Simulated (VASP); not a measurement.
# Co (P6_3/mmc) in VASP: single point with r2SCAN

Aim: the single point of Co with r2SCAN.

Program: VASP 6.6.1. These are calculated values, not measurements. Logs are shortened: lines on timing, memory, paths and dates and some standing lists are left out, and cuts for length are marked.

### Step 1. The cell of the first run

The structure is hexagonal, space group P6_3/mmc (No. 194). Conventional cell: a = 2.492 Å, b = 2.492 Å, c = 4.046 Å, α = 90.00°, β = 90.00°, γ = 120.00°. Within 3.3 Å of Co (site symmetry -6m2) lie 12 Co at 2.48 to 2.49 Å.

### Step 2. Single point, r2SCAN, collinear spin, ferromagnetic start

The input, POSCAR:

```
Co
1.0
    2.4922600846      0.0000000000      0.0000000000
   -1.2461300423      2.1583605461      0.0000000000
    0.0000000000      0.0000000000      4.0462094128
Co
2
Direct
    0.3333333333      0.6666666667      0.7500000000
    0.6666666667      0.3333333333      0.2500000000
```

The input, INCAR.step1:

```
SYSTEM = Co
PREC     = Accurate       ! precision mode
ENCUT    = 520            ! plane-wave cutoff, eV
ISMEAR   = 0              ! smearing method
SIGMA    = 0.05           ! smearing width, eV
LREAL    = .FALSE.        ! projectors in reciprocal space
LASPH    = .TRUE.         ! aspherical terms in the spheres
NELM     = 150            ! most SCF steps
ISPIN    = 2              ! spin polarisation
MAGMOM   = 1.5 1.5        ! initial moments
LMAXMIX  = 4              ! l up to which the mixer works
NBANDS   = 20             ! bands
GGA      = PE             ! functional
ALGO     = Normal         ! electronic algorithm
EDIFF    = 1E-4           ! SCF threshold, eV
LWAVE    = .TRUE.         ! write WAVECAR
LCHARG   = .FALSE.        ! write CHGCAR
```

The input, INCAR.step2:

```
SYSTEM = Co
PREC     = Accurate       ! precision mode
ENCUT    = 520            ! plane-wave cutoff, eV
EDIFF    = 1E-6           ! SCF threshold, eV
ISMEAR   = 0              ! smearing method
SIGMA    = 0.05           ! smearing width, eV
LREAL    = .FALSE.        ! projectors in reciprocal space
LASPH    = .TRUE.         ! aspherical terms in the spheres
NELM     = 150            ! most SCF steps
ALGO     = Normal         ! electronic algorithm
ISIF     = 2              ! what is computed and relaxed
LWAVE    = .FALSE.        ! write WAVECAR
LCHARG   = .FALSE.        ! write CHGCAR
ISPIN    = 2              ! spin polarisation
MAGMOM   = 1.5 1.5        ! initial moments
LORBIT   = 11             ! projections on sites
LMAXMIX  = 4              ! l up to which the mixer works
METAGGA  = R2SCAN         ! meta-GGA
LMIXTAU  = .TRUE.       
NBANDS   = 20             ! bands
ISTART   = 1
```

The input, KPOINTS:

```
regular mesh
0
G
  20 20 10
  0 0 0
```

Potentials or basis: VASP PAW PBE potentials, release 64 (Co).

Started as:

```console
$ cat potpaw_PBE.64/Co/POTCAR > POTCAR
$ cp INCAR.step1 INCAR
$ mpirun -np 1 vasp_std > vasp.out
$ cp INCAR.step2 INCAR
$ mpirun -np 1 vasp_std > vasp.out
```

OUTCAR:

```text
SYSTEM = Co
   PREC = Accurate
   ENCUT = 520
   EDIFF = 1E-6
   ISMEAR = 0
   LREAL = .FALSE.
   LASPH = .TRUE.
   NELM = 150
   ISIF = 2
   ISPIN = 2
   LORBIT = 11
   METAGGA = R2SCAN
   ISTART = 1

 ion  position               nearest neighbor table
   1  0.333  0.667  0.750-   2 2.48   2 2.48   2 2.48   2 2.48   2 2.48   2 2.48
   2  0.667  0.333  0.250-   1 2.48   1 2.48   1 2.48   1 2.48   1 2.48   1 2.48

  LATTYP: Found a hexagonal cell.
 ALAT       =     2.4922600846
 C/A-ratio  =     1.6235100974

  Lattice vectors:

 A1 = (   2.4922600846,   0.0000000000,   0.0000000000)
 A2 = (  -1.2461300423,   2.1583605461,   0.0000000000)
 A3 = (   0.0000000000,   0.0000000000,   4.0462094128)

Analysis of symmetry for initial positions (statically):
=====================================================================
 Subroutine PRICEL returns:
 Original cell was already a primitive cell.

 Routine SETGRP: Setting up the symmetry group for a
 hexagonal supercell.

 Subroutine GETGRP returns: Found 24 space group operations
 (whereof 12 operations were pure point group operations)
 out of a pool of 24 trial point group operations.

The static configuration has the point symmetry D_3d.
 The point group associated with its full space group is D_6h.

Analysis of symmetry for dynamics (positions and initial velocities):
=====================================================================
 Subroutine PRICEL returns:
 Original cell was already a primitive cell.

 Routine SETGRP: Setting up the symmetry group for a
 hexagonal supercell.

 Subroutine GETGRP returns: Found 24 space group operations
 (whereof 12 operations were pure point group operations)
 out of a pool of 24 trial point group operations.

The dynamic configuration has the point symmetry D_3d.
 The point group associated with its full space group is D_6h.

Analysis of structural, dynamic, and magnetic symmetry:
=====================================================================
 Subroutine PRICEL returns:
 Original cell was already a primitive cell.

 Routine SETGRP: Setting up the symmetry group for a
 hexagonal supercell.

 Subroutine GETGRP returns: Found 24 space group operations
 (whereof 12 operations were pure point group operations)
 out of a pool of 24 trial point group operations.

The overall configuration has the point symmetry D_3d.
 The point group associated with its full space group is D_6h.

 Subroutine INISYM returns: Found 24 space group operations
 (whereof 12 operations are pure point group operations),
 and found     1 'primitive' translations

----------------------------------------------------------------------------------------

                                     Primitive cell

  volume of cell :      21.7654

  direct lattice vectors                    reciprocal lattice vectors
     2.492260085  0.000000000  0.000000000     0.401242232  0.231657311  0.000000000
    -1.246130042  2.158360546  0.000000000     0.000000000  0.463314622  0.000000000
     0.000000000  0.000000000  4.046209413     0.000000000  0.000000000  0.247144895

  length of vectors
     2.492260085  2.492260085  4.046209413     0.463314622  0.463314622  0.247144895

  position of ions in fractional coordinates (direct lattice)
     0.333333333  0.666666667  0.750000000
     0.666666667  0.333333333  0.250000000

  ion indices of the primitive-cell ions
   primitive index   ion index
                 1           1
                 2           2

----------------------------------------------------------------------------------------

 KPOINTS: regular mesh

Automatic generation of k-mesh.
 Grid dimensions read from file:
 generate k-points for:   20   20   10

 Generating k-lattice:

  Cartesian coordinates                     Fractional coordinates (reciprocal lattice)
     0.020062112  0.011582866  0.000000000     0.050000000  0.000000000  0.000000000
     0.000000000  0.023165731  0.000000000     0.000000000  0.050000000  0.000000000
     0.000000000  0.000000000  0.024714489     0.000000000  0.000000000  0.100000000

  Length of vectors
     0.023165731  0.023165731  0.024714489

  Shift w.r.t. Gamma in fractional coordinates (k-lattice)
     0.000000000  0.000000000  0.000000000

 Subroutine IBZKPT returns following result:
 ===========================================

 Found    264 irreducible k-points:

 Following reciprocal coordinates:
            Coordinates               Weight
  0.000000  0.000000  0.000000      1.000000
  0.050000  0.000000  0.000000      6.000000
  0.100000  0.000000  0.000000      6.000000
  0.150000  0.000000  0.000000      6.000000
  0.200000  0.000000  0.000000      6.000000
  0.250000  0.000000  0.000000      6.000000
[... 16 lines left out ...]
  0.200000  0.100000  0.000000     12.000000
  0.250000  0.100000  0.000000     12.000000
 [... further k-points ...]
   k-points           NKPTS =    264   k-points in BZ     NKDIM =    264   number of bands    NBANDS=     20
   number of dos      NEDOS =    301   number of ions     NIONS =      2
   total plane-waves  NPLWV =  12000
   dimension x,y,z NGX =    20 NGY =   20 NGZ =   30
   dimension x,y,z NGXF=    40 NGYF=   40 NGZF=   60
   ions per type =               2
   NGX,Y,Z   is equivalent  to a cutoff of  13.34, 13.34, 12.33 a.u.
   NGXF,Y,Z  is equivalent  to a cutoff of  26.68, 26.68, 24.65 a.u.
 SYSTEM =  Co
   PREC   = accura    normal or accurate (medium, high low for compatibility)
   ISTART =      1    job   : 0-new  1-cont  2-samecut
   ICHARG =      0    charge: 1-file 2-atom 10-const
   ISPIN  =      2    spin polarized calculation?
   LNONCOLLINEAR =      F non collinear calculations
   LSORBIT =      F    spin-orbit coupling
   LASPH  =      T    aspherical Exc in radial PAW
   ENCUT  =  520.0 eV  38.22 Ry    6.18 a.u.   4.63  4.63  7.52*2*pi/ulx,y,z
   NELM   =    150;   NELMIN=  2; NELMDL=  0     # of ELM steps
   EDIFF  = 0.1E-05   stopping-criterion for ELM
   LREAL  =      F    real-space projection
   EDIFFG = 0.1E-04   stopping-criterion for IOM
   NSW    =      0    number of steps for IOM
   IBRION =     -1    ionic relax: 0-MD 1-quasi-New 2-CG
   NFREE  =      0    steps in history (QN), initial steepest desc. (CG)
   ISIF   =      2    stress and relaxation
   ISYM   =      2    0-nonsym 1-usesym 2-fastsym
   POTIM  = 0.5000    time-step for ionic-motion
   TEBEG  =    0.0;   TEEND  =   0.0 temperature during run
   PSTRESS=    0.0 pullay stress
   NELECT =      18.0000    total number of electrons
   NUPDOWN=      -1.0000    fix difference up-down
   EMIN   =  10.00;   EMAX   =-10.00  energy-range for DOS
   EFERMI =   0.00;   METHOD = LEGACY
   ISMEAR =     0;   SIGMA  =   0.05  broadening in eV -4-tet -1-fermi 0-gaus
   EFERMI_NEDOS =   21; number of points for ismear=-14 and -15
   IALGO  =     38    algorithm
   IMIX   =      4    mixing-type and parameters
     AMIX     =   0.40;   BMIX     =  1.00
     AMIX_MAG =   1.60;   BMIX_MAG =  1.00
  volume/ion in A,a.u.               =      10.88        73.44
  Fermi-wavevector in a.u.,A,eV,Ry     =   1.536658  2.903862 32.127661  2.361316
  Thomas-Fermi vector in A             =   2.643276
   LORBIT       =     11    0 simple, 1 ext, 2 COOP (PROOUT), +10 PAW based schemes
   METAGGA = R2SCAN    functional components
   LHFCALC =     F    Hartree Fock is set to
   AEXX    =    0.0000 exact exchange contribution
   IVDW    =     0    specifies the selected vdW correction
   LEPSILON=     F    determine dielectric tensor
   LRPA    =     F    only Hartree local field effects (RPA)
 spin polarized calculation
 Gauss-broadening in eV      SIGMA  =   0.05
  energy-cutoff  :      520.00
  volume of cell :       21.77
 maximum number of plane-waves:       608
 NGX is ok and might be reduce to    20
   NGX =  9   NGY =  9   NGZ = 15

 number of electron      18.0000000 magnetization       3.5142689

 Free energy of the ion-electron system (eV)
  ---------------------------------------------------
  ext. energy  EPLUGINS =         0.00000000
  ---------------------------------------------------
  free energy    TOTEN  =       -26.40549629 eV

  energy without entropy =      -26.40339504  energy(sigma->0) =      -26.40444566

 E-fermi :  10.2850     XC(G=0): -14.6576

 val. band max:       10.2813436227   @ k =   0.2500   0.2000   0.3000
 cond. band min:      10.2859890140   @ k =   0.4000   0.1500   0.4000
 fundamental gap:      0.0046453913
 Fermi energy:        10.2849976274

 spin component 1

 k-point     1 :       0.0000    0.0000    0.0000
  band No.  band energies     occupation
      1       0.9569      1.00000
      2       4.5317      1.00000
      3       6.8954      1.00000
      4       6.9298      1.00000
      5       6.9298      1.00000
      6       7.2261      1.00000
[... 12 lines left out ...]
     19      36.8050      0.00000
     20      36.8051      0.00000
[... 507 lines left out ...]
 k-point    24 :       0.2500    0.1000    0.0000
  band No.  band energies     occupation
      1       3.9372      1.00000
      2       5.3744      1.00000
      3       5.7022      1.00000
      4       6.1909      1.00000
      5       6.8476      1.00000
      6       7.0266      1.00000
[... 12 lines left out ...]
     19      35.1864      0.00000
     20      36.1769      0.00000

 [... further k-points ...]

 spin component 2

 k-point     1 :       0.0000    0.0000    0.0000
  band No.  band energies     occupation
      1       0.3637      1.00000
      2       5.7193      1.00000
      3       9.3350      1.00000
      4       9.4233      1.00000
      5       9.4233      1.00000
      6       9.4639      1.00000
[... 12 lines left out ...]
     19      37.5052      0.00000
     20      37.5052      0.00000
[... 507 lines left out ...]
 k-point    24 :       0.2500    0.1000    0.0000
  band No.  band energies     occupation
      1       3.6207      1.00000
      2       7.0936      1.00000
      3       7.3479      1.00000
      4       7.9994      1.00000
      5       9.3139      1.00000
      6       9.3260      1.00000
[... 12 lines left out ...]
     19      35.9352      0.00000
     20      37.0643      0.00000

 [... further k-points ...]
[... 5 lines left out ...]
  --------------------------------------------------------------------------------------
  -------------------------------------------------------------------------------------
  Total       -0.7124062     -0.7124062     -0.7223836      0.0000000     -0.0000000      0.0000000
  in kB      -52.4411942    -52.4411942    -53.1756392      0.0000000     -0.0000000      0.0000000
  external PRESSURE =     -52.6860092 kB  Pullay stress =       0.0000000 kB

 VOLUME and BASIS-vectors are now :
 -----------------------------------------------------------------------------
  energy-cutoff  :      520.00
  volume of cell :       21.77
      direct lattice vectors                 reciprocal lattice vectors
     2.492260085  0.000000000  0.000000000     0.401242232  0.231657311  0.000000000
    -1.246130042  2.158360546  0.000000000     0.000000000  0.463314622  0.000000000
     0.000000000  0.000000000  4.046209413     0.000000000  0.000000000  0.247144895

 POSITION                                       TOTAL-FORCE (eV/Angst)
 -----------------------------------------------------------------------------------
     -0.00000      1.43891      3.03466         0.000000      0.000000      0.000000
      1.24613      0.71945      1.01155        -0.000000      0.000000      0.000000
 -----------------------------------------------------------------------------------
    total drift:                                0.000000     -0.000000     -0.000000

  FREE ENERGIE OF THE ION-ELECTRON SYSTEM (eV)
  ---------------------------------------------------
  free  energy   TOTEN  =       -26.4054962914 eV

  energy  without entropy=      -26.4033950365  energy(sigma->0) =      -26.40444566

 total charge

# of ion       s       p       d       tot
------------------------------------------
    1        0.509   0.557   7.223   8.289
    2        0.509   0.557   7.223   8.289
--------------------------------------------------
tot          1.019   1.114  14.445  16.578

 magnetization (x)

# of ion       s       p       d       tot
------------------------------------------
    1       -0.012  -0.085   1.921   1.824
    2       -0.012  -0.085   1.921   1.824
--------------------------------------------------
tot         -0.024  -0.169   3.842   3.648
```

It took 10 min on 1 thread of Intel Xeon Platinum 8259CL at 2.50GHz (Skylake/Cascade Lake), shared host; peak memory 0.27 GiB.

Results:

| Property | Result |
| --- | --- |
| Free energy | -26.4055 eV |
| Pressure | -5.3 GPa |
| Net moment | 3.51 μB per cell |
| Site moments | Co +1.82 μB |
| Valence electrons inside the program's atomic spheres | Co 8.29 |

Caveat: the PAW data sets were made with another functional, which shifts forces and pressure a little.
